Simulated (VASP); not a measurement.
# O (Im-3m) in VASP: single point with PBEsol

Aim: the single point of O with PBEsol.

All numbers are computed with VASP 6.6.1; they aren't measurements. Logs are shortened: lines on timing, memory, paths and dates and some standing lists are left out, and cuts for length are marked.

**1. The cell of the first run**

Symmetry: Im-3m, No. 229, cubic system. Conventional cell: a = 2.408 Å, b = 2.408 Å, c = 2.408 Å, α = 90.00°, β = 90.00°, γ = 90.00°. Within 2.8 Å of O (site symmetry m-3m) lie 14 O at 2.09 to 2.41 Å.

**2. Single point, PBEsol (Se replaced by O, lengths x 0.730, strained)**

INCAR

```
SYSTEM = O
ALGO     = Normal         ! electronic algorithm
EDIFF    = 1E-6           ! SCF threshold, eV
ENCUT    = 520            ! plane-wave cutoff, eV
GGA      = PS             ! functional
ISIF     = 2              ! what is computed and relaxed
ISMEAR   = 0              ! smearing method
LASPH    = .TRUE.         ! aspherical terms in the spheres
LCHARG   = .FALSE.        ! write CHGCAR
LREAL    = .FALSE.        ! projectors in reciprocal space
LWAVE    = .FALSE.        ! write WAVECAR
NBANDS   = 9              ! bands
NELM     = 80             ! most SCF steps
PREC     = Accurate       ! precision mode
SIGMA    = 0.1            ! smearing width, eV
```

KPOINTS

```
k-points
0
G
  24 24 24
  0 0 0
```

POSCAR

```
O
1.0
   -1.2038244106      1.2038244106      1.2038244106
    1.2038244106     -1.2038244106      1.2038244106
    1.2038244106      1.2038244106     -1.2038244106
O
1
Direct
    0.0000000000      0.0000000000      0.0000000000
```

Potentials or basis: VASP PAW PBE potentials, release 64 (O).

Command:

```sh
$ cat potpaw_PBE.64/O/POTCAR > POTCAR
$ mpirun -np 1 vasp_std > vasp.out
```

OUTCAR:

```text
SYSTEM = O
   EDIFF = 1E-6
   ENCUT = 520
   GGA = PS
   ISIF = 2
   ISMEAR = 0
   LASPH = .TRUE.
   LREAL = .FALSE.
   NELM = 80
   PREC = Accurate

 ion  position               nearest neighbor table
   1  0.000  0.000  0.000-

  LATTYP: Found a body centered cubic cell.
 ALAT       =     2.4076488212

  Lattice vectors:

 A1 = (  -1.2038244106,   1.2038244106,   1.2038244106)
 A2 = (   1.2038244106,  -1.2038244106,   1.2038244106)
 A3 = (   1.2038244106,   1.2038244106,  -1.2038244106)

Analysis of symmetry for initial positions (statically):
=====================================================================
 Subroutine PRICEL returns:
 Original cell was already a primitive cell.

 Routine SETGRP: Setting up the symmetry group for a
 body centered cubic supercell.

 Subroutine GETGRP returns: Found 48 space group operations
 (whereof 48 operations were pure point group operations)
 out of a pool of 48 trial point group operations.

The static configuration has the point symmetry O_h .

Analysis of symmetry for dynamics (positions and initial velocities):
=====================================================================
 Subroutine PRICEL returns:
 Original cell was already a primitive cell.

 Routine SETGRP: Setting up the symmetry group for a
 body centered cubic supercell.

 Subroutine GETGRP returns: Found 48 space group operations
 (whereof 48 operations were pure point group operations)
 out of a pool of 48 trial point group operations.

The dynamic configuration has the point symmetry O_h .

 Subroutine INISYM returns: Found 48 space group operations
 (whereof 48 operations are pure point group operations),
 and found     1 'primitive' translations

----------------------------------------------------------------------------------------

                                     Primitive cell

  volume of cell :       6.9783

  direct lattice vectors                    reciprocal lattice vectors
    -1.203824411  1.203824411  1.203824411     0.000000000  0.415342965  0.415342965
     1.203824411 -1.203824411  1.203824411     0.415342965  0.000000000  0.415342965
     1.203824411  1.203824411 -1.203824411     0.415342965  0.415342965  0.000000000

  length of vectors
     2.085085043  2.085085043  2.085085043     0.587383654  0.587383654  0.587383654

  position of ions in fractional coordinates (direct lattice)
     0.000000000  0.000000000  0.000000000

  ion indices of the primitive-cell ions
   primitive index   ion index
                 1           1

----------------------------------------------------------------------------------------

 KPOINTS: k-points

Automatic generation of k-mesh.
 Grid dimensions read from file:
 generate k-points for:   24   24   24

 Generating k-lattice:

  Cartesian coordinates                     Fractional coordinates (reciprocal lattice)
     0.000000000  0.017305957  0.017305957     0.041666667  0.000000000  0.000000000
     0.017305957  0.000000000  0.017305957     0.000000000  0.041666667  0.000000000
     0.017305957  0.017305957  0.000000000     0.000000000  0.000000000  0.041666667

  Length of vectors
     0.024474319  0.024474319  0.024474319

  Shift w.r.t. Gamma in fractional coordinates (k-lattice)
     0.000000000  0.000000000  0.000000000

 Subroutine IBZKPT returns following result:
 ===========================================

 Found    413 irreducible k-points:

 Following reciprocal coordinates:
            Coordinates               Weight
  0.000000  0.000000  0.000000      1.000000
  0.041667  0.000000  0.000000     12.000000
  0.083333  0.000000  0.000000     12.000000
  0.125000  0.000000  0.000000     12.000000
  0.166667  0.000000  0.000000     12.000000
  0.208333  0.000000  0.000000     12.000000
[... 16 lines left out ...]
  0.416667  0.041667 -0.000000     48.000000
  0.458333  0.041667 -0.000000     48.000000
 [... further k-points ...]
   k-points           NKPTS =    413   k-points in BZ     NKDIM =    413   number of bands    NBANDS=      9
   number of dos      NEDOS =    301   number of ions     NIONS =      1
   total plane-waves  NPLWV =   4096
   dimension x,y,z NGX =    16 NGY =   16 NGZ =   16
   dimension x,y,z NGXF=    32 NGYF=   32 NGZF=   32
   ions per type =               1
   NGX,Y,Z   is equivalent  to a cutoff of  12.76, 12.76, 12.76 a.u.
   NGXF,Y,Z  is equivalent  to a cutoff of  25.51, 25.51, 25.51 a.u.
 SYSTEM =  O
   PREC   = accura    normal or accurate (medium, high low for compatibility)
   ISTART =      0    job   : 0-new  1-cont  2-samecut
   ICHARG =      2    charge: 1-file 2-atom 10-const
   ISPIN  =      1    spin polarized calculation?
   LNONCOLLINEAR =      F non collinear calculations
   LSORBIT =      F    spin-orbit coupling
   LASPH  =      T    aspherical Exc in radial PAW
   ENCUT  =  520.0 eV  38.22 Ry    6.18 a.u.   3.88  3.88  3.88*2*pi/ulx,y,z
   NELM   =     80;   NELMIN=  2; NELMDL= -5     # of ELM steps
   EDIFF  = 0.1E-05   stopping-criterion for ELM
   LREAL  =      F    real-space projection
   EDIFFG = 0.1E-04   stopping-criterion for IOM
   NSW    =      0    number of steps for IOM
   IBRION =     -1    ionic relax: 0-MD 1-quasi-New 2-CG
   NFREE  =      0    steps in history (QN), initial steepest desc. (CG)
   ISIF   =      2    stress and relaxation
   ISYM   =      2    0-nonsym 1-usesym 2-fastsym
   POTIM  = 0.5000    time-step for ionic-motion
   TEBEG  =    0.0;   TEEND  =   0.0 temperature during run
   PSTRESS=    0.0 pullay stress
   NELECT =       6.0000    total number of electrons
   NUPDOWN=      -1.0000    fix difference up-down
   EMIN   =  10.00;   EMAX   =-10.00  energy-range for DOS
   EFERMI =   0.00;   METHOD = LEGACY
   ISMEAR =     0;   SIGMA  =   0.10  broadening in eV -4-tet -1-fermi 0-gaus
   EFERMI_NEDOS =   21; number of points for ismear=-14 and -15
   IALGO  =     38    algorithm
   IMIX   =      4    mixing-type and parameters
     AMIX     =   0.40;   BMIX     =  1.00
     AMIX_MAG =   1.60;   BMIX_MAG =  1.00
  volume/ion in A,a.u.               =       6.98        47.09
  Fermi-wavevector in a.u.,A,eV,Ry     =   1.556714  2.941763 32.971785  2.423358
  Thomas-Fermi vector in A             =   2.660469
   LORBIT       =      0    0 simple, 1 ext, 2 COOP (PROOUT), +10 PAW based schemes
   GGA     = PS    functional components
   LHFCALC =     F    Hartree Fock is set to
   AEXX    =    0.0000 exact exchange contribution
   IVDW    =     0    specifies the selected vdW correction
   LEPSILON=     F    determine dielectric tensor
   LRPA    =     F    only Hartree local field effects (RPA)
 non-spin polarized calculation
 Gauss-broadening in eV      SIGMA  =   0.10
  energy-cutoff  :      520.00
  volume of cell :        6.98
 maximum number of plane-waves:       201
   NGX =  7   NGY =  7   NGZ =  7

 number of electron       5.9999999 magnetization

 Free energy of the ion-electron system (eV)
  ---------------------------------------------------
  ext. energy  EPLUGINS =         0.00000000
  ---------------------------------------------------
  free energy    TOTEN  =        -2.84045081 eV

  energy without entropy =       -2.83735415  energy(sigma->0) =       -2.83890248

 E-fermi :   3.7305     XC(G=0): -13.1579

 val. band max:        3.7256032524   @ k =  -0.2083   0.2500   0.1667
 cond. band min:       3.7451710369   @ k =   0.2083   0.1250   0.0417
 fundamental gap:      0.0195677844
 Fermi energy:         3.7305353939

 k-point     1 :       0.0000    0.0000    0.0000
  band No.  band energies     occupation
      1     -19.0014      2.00000
      2       5.9010      0.00000
      3       5.9010      0.00000
      4       5.9010      0.00000
      5      24.3191      0.00000
      6      41.2792      0.00000
      7      41.2792      0.00000
      8      41.2792      0.00000
      9      45.3426      0.00000

 k-point     2 :       0.0417    0.0000    0.0000
  band No.  band energies     occupation
      1     -18.9382      2.00000
      2       5.7465      0.00000
      3       5.8543      0.00000
      4       5.8942      0.00000
      5      24.4192      0.00000
      6      40.6844      0.00000
      7      40.7241      0.00000
      8      41.4623      0.00000
      9      44.1714      0.00000

 k-point     3 :       0.0833    0.0000    0.0000
  band No.  band energies     occupation
      1     -18.7512      2.00000
      2       5.2953      0.00000
      3       5.7177      0.00000
      4       5.8728      0.00000
      5      24.7006      0.00000
      6      38.8439      0.00000
      7      39.4990      0.00000
      8      42.0016      0.00000
      9      43.7033      0.00000

 k-point     4 :       0.1250    0.0000    0.0000
  band No.  band energies     occupation
      1     -18.4425      2.00000
      2       4.5829      0.00000
      3       5.5052      0.00000
      4       5.8386      0.00000
      5      25.1145      0.00000
      6      36.6151      0.00000
      7      38.1100      0.00000
      8      42.8791      0.00000
      9      43.0392      0.00000

 k-point     5 :       0.1667    0.0000    0.0000
  band No.  band energies     occupation
      1     -18.0171      2.00000
      2       3.6567      1.70357
      3       5.2364      0.00000
      4       5.7934      0.00000
      5      25.5836      0.00000
      6      34.5514      0.00000
      7      36.7591      0.00000
      8      42.4265      0.00000
      9      44.0653      0.00000

 k-point     6 :       0.2083    0.0000    0.0000
  band No.  band energies     occupation
      1     -17.4833      2.00000
      2       2.5683      2.00000
      3       4.9339      0.00000
      4       5.7397      0.00000
      5      25.9961      0.00000
      6      32.8481      0.00000
      7      35.5201      0.00000
      8      42.0263      0.00000
      9      45.4212      0.00000
[... 169 lines left out ...]
 k-point    21 :       0.3333    0.0417    0.0000
  band No.  band energies     occupation
      1     -14.9657      2.00000
      2      -1.7045      2.00000
      3       3.8570      0.07374
      4       5.4677      0.00000
      5      25.4327      0.00000
      6      31.0217      0.00000
      7      32.3026      0.00000
      8      42.1838      0.00000
      9      49.1916      0.00000

 k-point    22 :       0.3750    0.0417   -0.0000
  band No.  band energies     occupation
      1     -14.2345      2.00000
      2      -2.7859      2.00000
      3       3.6485      1.75400
      4       5.4207      0.00000
      5      24.9281      0.00000
      6      31.2739      0.00000
      7      31.8095      0.00000
      8      42.4582      0.00000
      9      50.0227      0.00000

 k-point    23 :       0.4167    0.0417   -0.0000
  band No.  band energies     occupation
      1     -13.6285      2.00000
      2      -3.6355      2.00000
      3       3.5040      1.99864
      4       5.3872      0.00000
      5      24.5515      0.00000
      6      31.4511      0.00000
      7      31.5430      0.00000
      8      42.7234      0.00000
      9      50.6088      0.00000

 k-point    24 :       0.4583    0.0417   -0.0000
  band No.  band energies     occupation
      1     -13.2732      2.00000
      2      -4.1160      2.00000
      3       3.4302      1.99998
      4       5.3698      0.00000
      5      24.3541      0.00000
      6      31.3048      0.00000
      7      31.6575      0.00000
      8      42.8889      0.00000
      9      50.9058      0.00000

 [... further k-points ...]
[... 5 lines left out ...]
  --------------------------------------------------------------------------------------
  -------------------------------------------------------------------------------------
  Total        0.3900457      0.3900457      0.3900457     -0.0000000      0.0000000      0.0000000
  in kB       89.5522767     89.5522767     89.5522767     -0.0000000      0.0000000      0.0000000
  external PRESSURE =      89.5522767 kB  Pullay stress =       0.0000000 kB

 VOLUME and BASIS-vectors are now :
 -----------------------------------------------------------------------------
  energy-cutoff  :      520.00
  volume of cell :        6.98
      direct lattice vectors                 reciprocal lattice vectors
    -1.203824411  1.203824411  1.203824411     0.000000000  0.415342965  0.415342965
     1.203824411 -1.203824411  1.203824411     0.415342965  0.000000000  0.415342965
     1.203824411  1.203824411 -1.203824411     0.415342965  0.415342965  0.000000000

 POSITION                                       TOTAL-FORCE (eV/Angst)
 -----------------------------------------------------------------------------------
      0.00000      0.00000      0.00000         0.000000      0.000000     -0.000000
 -----------------------------------------------------------------------------------
    total drift:                               -0.000000     -0.000000      0.000000

  FREE ENERGIE OF THE ION-ELECTRON SYSTEM (eV)
  ---------------------------------------------------
  free  energy   TOTEN  =        -2.8404508068 eV

  energy  without entropy=       -2.8373541549  energy(sigma->0) =       -2.83890248
```

It took 4.4 s on 1 thread of Intel Xeon 6975P-C (Granite Rapids), shared host; peak memory 0.12 GiB.

What came out:

```
Free energy            : -2.8405 eV
Pressure               : 9.0 GPa
Band gap on the k mesh : zero (bands 3 and 4 overlap by 5.94 eV)
```

Caveat: the cell differs from its parent crystal (Se replaced by O, lengths x 0.730, strained); the cell stands under pressure; the PAW data sets were made with another functional, which shifts forces and pressure a little.
